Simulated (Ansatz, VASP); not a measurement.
# One calculation of TaN, two programs

INCAR

```
SYSTEM = TaN
  PREC = Accurate
  ENCUT = 520
  EDIFF = 1E-7
  ISMEAR = 0
  SIGMA = 0.15
  LREAL = .FALSE.
  LASPH = .TRUE.
  NELM = 60
  ALGO = Normal
  ISIF = 2
  LWAVE = .FALSE.
  LCHARG = .FALSE.
  GGA = PE
  NBANDS = 15
```

KPOINTS

```
regular mesh
0
G
  24 24 24
  0 0 0
```

POSCAR

```
TaN
1.0
    0.0000000000      2.0429871702      2.2086347786
    2.2086347786      0.0000000000      2.2086347786
    2.2086347786      2.0429871702      0.0000000000
Ta N
1 1
Direct
    0.5000000000      0.5000000000      0.5000000000
    0.0000000000      0.0000000000      0.0000000000
```

Input for Ansatz:

```yaml
crystal:
  lattice:
    - [0.0, 2.0429871702, 2.2086347786]
    - [2.2086347786, 0.0, 2.2086347786]
    - [2.2086347786, 2.0429871702, 0.0]
  atoms:
    - { symbol: Ta, position: [0.5, 0.5, 0.5] }
    - { symbol: "N", position: [0.0, 0.0, 0.0] }
basis:
  ecutwfc: 420
kpoints:
  mp_grid: { grid: [24, 24, 24] }
hamiltonian:
  xc: pbe
scf:
  occupations: { method: gaussian, width: 0.15 }
output:
  forces: true
  stress: true
  eigenvalues: true
```

Change from the starting cell: strain -0.0750 x Voigt [0, 1, 0, 0, 0, 0], atoms carried along.

Alike in both runs: task single point; functional PBE; k mesh 24 × 24 × 24; occupations gaussian, width 0.15 eV; no spin polarisation.

|  | VASP | Ansatz |
| --- | --- | --- |
| version | VASP 6.6.1 | Ansatz 0.2.0 |
| potentials or method | VASP PAW PBE potentials, release 64 (Ta_pv, N), cutoff 520 eV | scalar-relativistic, plane waves, PAW |
| valence electrons in the cell | 16 | 18 |

VASP gave:

| Item | Value |
| --- | --- |
| gap on the k mesh at the Fermi level (eV) | none |
| pressure (GPa) | 38.0 |
| traceless stress, the component that is largest in VASP (GPa) | 47.85 |

Q: What did Ansatz give for the same quantities?

A: gap on the k mesh at the Fermi level (eV): none; pressure (GPa): 36.7; traceless stress, the component that is largest in VASP (GPa): 47.39.

A gap of «none» marks a metal or a gap that the smearing closes. Both programs put the cell under a high pressure, so it lies far from rest at this level. With one functional, cell and mesh, what is left measures potentials, basis and numerics. VASP's potentials hold 16 valence electrons a cell and Ansatz's 18, so a difference there can come from the potentials and not from the codes.

Neither program's run includes spin-orbit coupling.
